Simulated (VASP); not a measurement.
# C (Im-3m) in VASP: further runs, part 2 of 2

VASP 6.6.1.

## 4. Relaxation of cell and atoms, LDA, target pressure 5 GPa, at which the enthalpy is minimised

This run uses another cell than the first one, of 6.74 Å³/atom.

INCAR

```
PREC = Accurate
ENCUT = 600
EDIFF = 1E-7
ISMEAR = 0
SIGMA = 0.1
LREAL = False
LASPH = True
NELM = 120
ALGO = Normal
ISIF = 3
LWAVE = False
LCHARG = False
IBRION = 2
NSW = 80
EDIFFG = -0.03
PSTRESS = 50.0
GGA_COMPAT = False
NELMIN = 4
```

KPOINTS

```
Automatic mesh
0
Gamma
  25 25 25
```

POSCAR

```
C
1.0
   -1.1900000000      1.1900000000      1.1900000000
    1.1900000000     -1.1900000000      1.1900000000
    1.1900000000      1.1900000000     -1.1900000000
C
1
Direct
    0.0000000000      0.0000000000      0.0000000000
```

Launch:

```
cat potpaw_LDA.64/C/POTCAR > POTCAR
mpirun -np 1 vasp_std > vasp.out
```

It took 6.2 s on 1 thread of Intel Xeon 6975P-C (Granite Rapids), shared host; peak memory 0.12 GiB.

It converged, with:

- Free energy: -5.7840 eV
- Relaxed volume: 6.17 Å³/atom
- Relaxed cell: a = 2.002 Å, b = 2.002 Å, c = 2.002 Å, α = 109.47°, β = 109.47°, γ = 109.47°
- Space group after relaxing (to 0.1 Å): Im-3m (No. 229)
- Energy change on relaxing (the run minimises the enthalpy): -16.1 meV/atom
- Ionic steps: 3
- Pressure after relaxing: 5.0 GPa
- Band gap on the k mesh: zero (bands 2 and 3 overlap by 15.07 eV)

Step by step:
```
step  energy change (eV)  largest force (eV/Å)  pressure (GPa)  volume (Å³)
   1              0.0000                0.0000          -12.66         6.74
   2             -0.0096                0.0000           10.66         6.04
   3             -0.0161                0.0000            5.04         6.17
```

Final structure:
```
CELL_PARAMETERS angstrom
-1.15571 1.15571 1.15571
1.15571 -1.15571 1.15571
1.15571 1.15571 -1.15571
ATOMIC_POSITIONS crystal
C 0.00000 0.00000 0.00000
```

Levels at points of the mesh, in eV from the Fermi level:
| k point | band 1 | band 2 | band 3 | band 4 | band 5 | band 6 |
| --- | --- | --- | --- | --- | --- | --- |
| (0.00, 0.00, 0.00) | -20.58 | 9.68 | 9.68 | 9.68 | 34.60 | 34.60 |

Caveat: the cell is relaxed towards a set pressure, so the run minimises the enthalpy, not the energy.

## 5. Relaxation of cell and atoms, LDA, target pressure 10 GPa, at which the enthalpy is minimised

This run uses another cell than the first one, of 6.74 Å³/atom.

INCAR

```
SYSTEM = C
PREC     = Accurate       ! precision mode
ENCUT    = 600            ! plane-wave cutoff, eV
EDIFF    = 1E-7           ! SCF threshold, eV
ISMEAR   = 0              ! smearing method
SIGMA    = 0.1            ! smearing width, eV
LREAL    = .False.        ! projectors in reciprocal space
LASPH    = .True.         ! aspherical terms in the spheres
NELM     = 120            ! most SCF steps
ALGO     = Normal         ! electronic algorithm
ISIF     = 3              ! what is computed and relaxed
LWAVE    = .False.        ! write WAVECAR
LCHARG   = .False.        ! write CHGCAR
IBRION   = 2              ! ionic algorithm
NSW      = 80             ! ionic steps
EDIFFG   = -0.03          ! ionic threshold
PSTRESS  = 100.0        
GGA_COMPAT= .False.      
NELMIN   = 4
```

KPOINTS

```
regular mesh
0
Gamma
  25 25 25
  0 0 0
```

POSCAR is that of step 4.

Potentials or basis: VASP PAW LDA potentials, release 64 (C).

Launch:

```
cat potpaw_LDA.64/C/POTCAR > POTCAR
mpirun -np 1 vasp_std > vasp.out
```

OUTCAR:

```text
SYSTEM = C
   PREC = Accurate
   ENCUT = 600
   EDIFF = 1E-7
   ISMEAR = 0
   LREAL = .False.
   LASPH = .True.
   NELM = 120
   ISIF = 3
   IBRION = 2
   NSW = 80
   EDIFFG = -0.03
   PSTRESS = 100.0
   NELMIN = 4

 ion  position               nearest neighbor table
   1  0.000  0.000  0.000-

  LATTYP: Found a body centered cubic cell.
 ALAT       =     2.3800000000

  Lattice vectors:

 A1 = (  -1.1900000000,   1.1900000000,   1.1900000000)
 A2 = (   1.1900000000,  -1.1900000000,   1.1900000000)
 A3 = (   1.1900000000,   1.1900000000,  -1.1900000000)

Analysis of symmetry for initial positions (statically):
=====================================================================
 Subroutine PRICEL returns:
 Original cell was already a primitive cell.

 Routine SETGRP: Setting up the symmetry group for a
 body centered cubic supercell.

 Subroutine GETGRP returns: Found 48 space group operations
 (whereof 48 operations were pure point group operations)
 out of a pool of 48 trial point group operations.

The static configuration has the point symmetry O_h .

Analysis of symmetry for dynamics (positions and initial velocities):
=====================================================================
 Subroutine PRICEL returns:
 Original cell was already a primitive cell.

 Routine SETGRP: Setting up the symmetry group for a
 body centered cubic supercell.

 Subroutine GETGRP returns: Found 48 space group operations
 (whereof 48 operations were pure point group operations)
 out of a pool of 48 trial point group operations.

The dynamic configuration has the point symmetry O_h .

 Subroutine INISYM returns: Found 48 space group operations
 (whereof 48 operations are pure point group operations),
 and found     1 'primitive' translations

----------------------------------------------------------------------------------------

                                     Primitive cell

  volume of cell :       6.7406

  direct lattice vectors                    reciprocal lattice vectors
    -1.190000000  1.190000000  1.190000000     0.000000000  0.420168067  0.420168067
     1.190000000 -1.190000000  1.190000000     0.420168067  0.000000000  0.420168067
     1.190000000  1.190000000 -1.190000000     0.420168067  0.420168067  0.000000000

  length of vectors
     2.061140461  2.061140461  2.061140461     0.594207379  0.594207379  0.594207379

  position of ions in fractional coordinates (direct lattice)
     0.000000000  0.000000000  0.000000000

  ion indices of the primitive-cell ions
   primitive index   ion index
                 1           1

----------------------------------------------------------------------------------------

 KPOINTS: regular mesh

Automatic generation of k-mesh.
 Grid dimensions read from file:
 generate k-points for:   25   25   25

 Generating k-lattice:

  Cartesian coordinates                     Fractional coordinates (reciprocal lattice)
     0.000000000  0.016806723  0.016806723     0.040000000  0.000000000  0.000000000
     0.016806723  0.000000000  0.016806723     0.000000000  0.040000000  0.000000000
     0.016806723  0.016806723  0.000000000     0.000000000  0.000000000  0.040000000

  Length of vectors
     0.023768295  0.023768295  0.023768295

  Shift w.r.t. Gamma in fractional coordinates (k-lattice)
     0.000000000  0.000000000  0.000000000

 Subroutine IBZKPT returns following result:
 ===========================================

 Found    455 irreducible k-points:

 Following reciprocal coordinates:
            Coordinates               Weight
  0.000000  0.000000  0.000000      1.000000
  0.040000  0.000000  0.000000     12.000000
  0.080000  0.000000  0.000000     12.000000
  0.120000  0.000000  0.000000     12.000000
  0.160000  0.000000  0.000000     12.000000
  0.200000  0.000000  0.000000     12.000000
[... 16 lines left out ...]
  0.400000  0.040000  0.000000     48.000000
  0.440000  0.040000  0.000000     48.000000
 [... further k-points ...]
   k-points           NKPTS =    455   k-points in BZ     NKDIM =    455   number of bands    NBANDS=      6
   number of dos      NEDOS =    301   number of ions     NIONS =      1
   total plane-waves  NPLWV =   4096
   dimension x,y,z NGX =    16 NGY =   16 NGZ =   16
   dimension x,y,z NGXF=    32 NGYF=   32 NGZF=   32
   ions per type =               1
   NGX,Y,Z   is equivalent  to a cutoff of  12.91, 12.91, 12.91 a.u.
   NGXF,Y,Z  is equivalent  to a cutoff of  25.81, 25.81, 25.81 a.u.
 SYSTEM =  C
   PREC   = accura    normal or accurate (medium, high low for compatibility)
   ISTART =      0    job   : 0-new  1-cont  2-samecut
   ICHARG =      2    charge: 1-file 2-atom 10-const
   ISPIN  =      1    spin polarized calculation?
   LNONCOLLINEAR =      F non collinear calculations
   LSORBIT =      F    spin-orbit coupling
   LASPH  =      T    aspherical Exc in radial PAW
   ENCUT  =  600.0 eV  44.10 Ry    6.64 a.u.   4.12  4.12  4.12*2*pi/ulx,y,z
   NELM   =    120;   NELMIN=  4; NELMDL= -5     # of ELM steps
   EDIFF  = 0.1E-06   stopping-criterion for ELM
   LREAL  =      F    real-space projection
   EDIFFG = -.3E-01   stopping-criterion for IOM
   NSW    =     80    number of steps for IOM
   IBRION =      2    ionic relax: 0-MD 1-quasi-New 2-CG
   NFREE  =      1    steps in history (QN), initial steepest desc. (CG)
   ISIF   =      3    stress and relaxation
   ISYM   =      2    0-nonsym 1-usesym 2-fastsym
   POTIM  = 0.5000    time-step for ionic-motion
   TEBEG  =    0.0;   TEEND  =   0.0 temperature during run
   PSTRESS=  100.0 pullay stress
   NELECT =       4.0000    total number of electrons
   NUPDOWN=      -1.0000    fix difference up-down
   EMIN   =  10.00;   EMAX   =-10.00  energy-range for DOS
   EFERMI =   0.00;   METHOD = LEGACY
   ISMEAR =     0;   SIGMA  =   0.10  broadening in eV -4-tet -1-fermi 0-gaus
   EFERMI_NEDOS =   21; number of points for ismear=-14 and -15
   IALGO  =     38    algorithm
   IMIX   =      4    mixing-type and parameters
     AMIX     =   0.40;   BMIX     =  1.00
     AMIX_MAG =   1.60;   BMIX_MAG =  1.00
  volume/ion in A,a.u.               =       6.74        45.49
  Fermi-wavevector in a.u.,A,eV,Ry     =   1.375713  2.599721 25.750203  1.892587
  Thomas-Fermi vector in A             =   2.501024
   LORBIT       =      0    0 simple, 1 ext, 2 COOP (PROOUT), +10 PAW based schemes
   GGA     = CA    functional components
   LHFCALC =     F    Hartree Fock is set to
   AEXX    =    0.0000 exact exchange contribution
   IVDW    =     0    specifies the selected vdW correction
   LEPSILON=     F    determine dielectric tensor
   LRPA    =     F    only Hartree local field effects (RPA)
 conjugate gradient relaxation of ions
 non-spin polarized calculation
 Gauss-broadening in eV      SIGMA  =   0.10
  energy-cutoff  :      600.00
  volume of cell :        6.74
 maximum number of plane-waves:       236
   NGX =  9   NGY =  9   NGZ =  9

--------------------------------------- Ionic step        1  -------------------------------------------

 number of electron       4.0000000 magnetization

 Free energy of the ion-electron system (eV)
  ---------------------------------------------------
  ext. energy  EPLUGINS =         0.00000000
  ---------------------------------------------------
  free energy    TOTEN  =        -5.76794560 eV

  energy without entropy =       -5.76600659  energy(sigma->0) =       -5.76697609

------------------------ aborting loop because EDIFF is reached ----------------------------------------

  FORCE on cell =-STRESS in cart. coord.  units (eV):
  Direction    XX          YY          ZZ          XY          YZ          ZX
  --------------------------------------------------------------------------------------
  -------------------------------------------------------------------------------------
  Total       -0.5326581     -0.5326581     -0.5326581      0.0000000      0.0000000      0.0000000
  in kB     -126.6071477   -126.6071477   -126.6071477      0.0000000      0.0000000      0.0000000
  external PRESSURE =    -226.6071477 kB  Pullay stress =     100.0000000 kB
[... 24 lines left out ...]
--------------------------------------- Ionic step        2  -------------------------------------------

 number of electron       4.0000000 magnetization

 E-fermi :  10.4857     XC(G=0): -13.8599

 val. band max:       10.4698221482   @ k =  -0.2800   0.3600   0.0400
 cond. band min:      10.4926464854   @ k =  -0.3600   0.3600   0.3200
 fundamental gap:      0.0228243372
 Fermi energy:        10.4857287235

 k-point     1 :       0.0000    0.0000    0.0000
  band No.  band energies     occupation
      1     -10.8773      2.00000
      2      20.6879      0.00000
      3      20.6879      0.00000
      4      20.6879      0.00000
      5      45.9833      0.00000
      6      45.9833      0.00000
[... 243 lines left out ...]
--------------------------------------- Ionic step        3  -------------------------------------------

 number of electron       4.0000000 magnetization

 Free energy of the ion-electron system (eV)
  ---------------------------------------------------
  ext. energy  EPLUGINS =         0.00000000
  ---------------------------------------------------
  free energy    TOTEN  =        -5.77840979 eV

  energy without entropy =       -5.77685432  energy(sigma->0) =       -5.77763205

 E-fermi :   9.9584     XC(G=0): -13.6967

 val. band max:        9.9381653320   @ k =  -0.4000   0.4000   0.3200
 cond. band min:       9.9593659989   @ k =  -0.2800   0.4000   0.1600
 fundamental gap:      0.0212006668
 Fermi energy:         9.9584443367

 k-point     1 :       0.0000    0.0000    0.0000
  band No.  band energies     occupation
      1     -10.9014      2.00000
      2      19.8259      0.00000
      3      19.8259      0.00000
      4      19.8259      0.00000
      5      44.8804      0.00000
      6      44.8804      0.00000
[... 239 lines left out ...]
  energy  without entropy=       -5.7768543208  energy(sigma->0) =       -5.77763205

  enthalpy is  TOTEN    =        -5.4004923532 eV   P V=        0.3779174348

 reached required accuracy - stopping structural energy minimisation
```

It took 6.4 s on 1 thread of Intel Xeon 6975P-C (Granite Rapids), shared host; peak memory 0.12 GiB.

Results:

* Free energy: -5.7784 eV
* Relaxed volume: 6.05 Å³/atom
* Relaxed cell: a = 1.989 Å, b = 1.989 Å, c = 1.989 Å, α = 109.47°, β = 109.47°, γ = 109.47°
* Space group after relaxing (to 0.1 Å): Im-3m (No. 229)
* Energy change on relaxing (the run minimises the enthalpy): -10.5 meV/atom
* Ionic steps: 3
* Pressure after relaxing: 10.1 GPa
* Band gap on the k mesh: zero (bands 2 and 3 overlap by 15.21 eV)

Step by step:
```csv
step,energy change (eV),largest force (eV/Å),pressure (GPa),volume (Å³)
1,0.0000,0.0000,-12.66,6.74
2,0.0082,0.0000,19.79,5.85
3,-0.0105,0.0000,10.07,6.05
```

Final structure:
```cif
data_structure
_symmetry_space_group_name_H-M 'P 1'
_symmetry_Int_Tables_number 1
_cell_length_a 1.9887
_cell_length_b 1.9887
_cell_length_c 1.9887
_cell_angle_alpha 109.471
_cell_angle_beta 109.471
_cell_angle_gamma 109.471
_cell_volume 6.05
loop_
_atom_site_label
_atom_site_type_symbol
_atom_site_fract_x
_atom_site_fract_y
_atom_site_fract_z
_atom_site_occupancy
C1 C 0.00000 0.00000 0.00000 1
```

Levels at points of the mesh, in eV from the Fermi level:
| k point | band 1 | band 2 | band 3 | band 4 | band 5 | band 6 |
| --- | --- | --- | --- | --- | --- | --- |
| (0.00, 0.00, 0.00) | -20.86 | 9.87 | 9.87 | 9.87 | 34.92 | 34.92 |

Caveat: the cell is relaxed towards a set pressure, so the run minimises the enthalpy, not the energy.

## 6. Relaxation of cell and atoms, LDA, target pressure 20 GPa, at which the enthalpy is minimised

This run uses another cell than the first one, of 6.74 Å³/atom.

INCAR

```
PREC = Accurate
ENCUT = 600
EDIFF = 1E-7
ISMEAR = 0
SIGMA = 0.1
LREAL = False
LASPH = True
NELM = 120
ALGO = Normal
ISIF = 3
LWAVE = False
LCHARG = False
GGA = CA
IBRION = 2
NSW = 80
EDIFFG = -0.03
PSTRESS = 200.0
GGA_COMPAT = False
NELMIN = 4
```

KPOINTS

```
regular mesh
0
Gamma
  25 25 25
```

POSCAR is that of step 5.

Potentials or basis: VASP PAW LDA potentials, release 64 (C).

Launch:

```
cat potpaw_LDA.64/C/POTCAR > POTCAR
mpirun -np 1 vasp_std > vasp.out
```

It took 6.3 s on 1 thread of Intel Xeon 6975P-C (Granite Rapids), shared host; peak memory 0.12 GiB.

It converged, with:

| Quantity | Value |
| --- | --- |
| Free energy | -5.7591 eV |
| Relaxed volume | 5.85 Å³/atom |
| Relaxed cell | a = 1.966 Å, b = 1.966 Å, c = 1.966 Å, α = 109.47°, β = 109.47°, γ = 109.47° |
| Space group after relaxing (to 0.1 Å) | Im-3m (No. 229) |
| Energy change on relaxing (the run minimises the enthalpy) | +8.9 meV/atom |
| Ionic steps | 3 |
| Pressure after relaxing | 20.1 GPa |
| Band gap on the k mesh | zero (bands 2 and 3 overlap by 15.48 eV) |

Step by step:
```csv
step,energy change (eV),largest force (eV/Å),pressure (GPa),volume (Å³)
1,0.0000,0.0000,-12.66,6.74
2,0.0774,0.0000,41.82,5.49
3,0.0089,0.0000,20.07,5.85
```

Final structure:
```
C
1.0
    -1.13493    1.13493    1.13493
     1.13493   -1.13493    1.13493
     1.13493    1.13493   -1.13493
C
1
Direct
  0.00000 0.00000 0.00000
```

Levels at points of the mesh, in eV from the Fermi level:
```csv
k point,band 1,band 2,band 3,band 4,band 5,band 6
"(0.00, 0.00, 0.00)",-21.38,10.21,10.21,10.21,35.51,35.51
```

Caveat: the cell is relaxed towards a set pressure, so the run minimises the enthalpy, not the energy.

## 7. The runs side by side

```csv
task,cell,gap on the mesh (eV),pressure (GPa)
single point,"a = 2.015 Å, angles 109.5°, 1 atom",none,0.3
relaxation of cell and atoms,"relaxed from a = 2.061 Å, angles 109.5°, 1 atom",none,0.0
relaxation of cell and atoms,"relaxed to 5 GPa from a = 2.061 Å, angles 109.5°, 1 atom",none,5.0
relaxation of cell and atoms,"relaxed to 10 GPa from a = 2.061 Å, angles 109.5°, 1 atom",none,10.1
relaxation of cell and atoms,"relaxed to 20 GPa from a = 2.061 Å, angles 109.5°, 1 atom",none,20.1
```

Alike in all rows: level LDA; potentials or basis VASP PAW LDA potentials, release 64 (C); no spin polarisation; k mesh 25 × 25 × 25; cutoff (eV) 600; smearing gaussian 0.1 eV.

Caveats: the cell is relaxed towards a set pressure, so the run minimises the enthalpy, not the energy (at least some runs).

Absolute energies hang on the potentials; compare differences alone.
